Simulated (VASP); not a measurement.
Input of a VASP 6.6.1 run:

File INCAR:

```
  PREC = Accurate
  ENCUT = 520
  EDIFF = 1E-6
  ISMEAR = 0
  SIGMA = 0.05
  LREAL = Auto
  LASPH = True
  NELM = 60
  ALGO = Normal
  ISIF = 2
  LWAVE = False
  LCHARG = False
  GGA = PE
  IVDW = 12
  NBANDS = 72
```

File KPOINTS:

```
regular mesh
0
Gamma
  3 3 3
```

Contents of POSCAR:

```
Al30Ga
1.0
    8.1000000000      0.0000000000      0.0000000000
    0.0000000000      8.1000000000      0.0000000000
    0.0000000000      0.0000000000      8.1000000000
Al Ga
30 1
Direct
    0.4998034568      0.0011672840      0.0006577778
    0.7467001235      0.2491141975      0.0035554321
    0.7464316049      0.0040138272      0.2487296296
   -0.0002119753      0.0005469136      0.0001576543
    0.2528227160      0.2491313580      0.0035495062
    0.4997823457      0.4976571605      0.0035460494
    0.7511591358      0.7514919753     -0.0012450617
    0.2530890123      0.0039782716      0.2487371605
    0.7662712346      0.5072451852      0.2429990123
    0.4997985185      0.0038634568      0.4973851852
    0.7653871605      0.2435103704      0.5067341975
    0.7512961728     -0.0008444444      0.7510902469
   -0.0002614815      0.5014282716     -0.0085445679
    0.2483860494      0.7514919753     -0.0012509877
   -0.0002393827      0.2490738272      0.2488028395
    0.2332640741      0.5072762963      0.2429628395
    0.4997835802      0.7466934568      0.2525867901
   -0.0002250617     -0.0077819753      0.5010055556
    0.2340759259      0.2434644444      0.5067727160
    0.7467017284      0.7466916049      0.5011333333
    0.2482846914     -0.0008361728      0.7510777778
    0.4997992593      0.2528588889      0.7463807407
    0.7464332099      0.5015180247      0.7462343210
   -0.0002612346      0.7587887654      0.2488202469
   -0.0002400000      0.5014408642      0.5011719753
    0.2528229630      0.7466918519      0.5011116049
   -0.0002249383      0.2492424691      0.7580261728
    0.2530879012      0.5015041975      0.7462629630
    0.4998024691      0.7495875309      0.7490795062
   -0.0002106173      0.7500876543      0.7496995062
    0.4997044444      0.3760516049      0.3741780247
```

Potentials or basis: VASP PAW PBE potentials, release 64 (Al, Ga_d).

Launch:

```sh
$ cat potpaw_PBE.64/Al/POTCAR potpaw_PBE.64/Ga_d/POTCAR > POTCAR
$ mpirun -np 1 vasp_std > vasp.out
```

Predict the largest force.

0.008 eV/Å.

Estimate the dispersion energy per atom.

-0.324 eV.

Stress tensor (GPa, compression positive):
```
-3.27  0.00  0.00
 0.00 -3.91 -0.06
 0.00 -0.06 -3.91
```
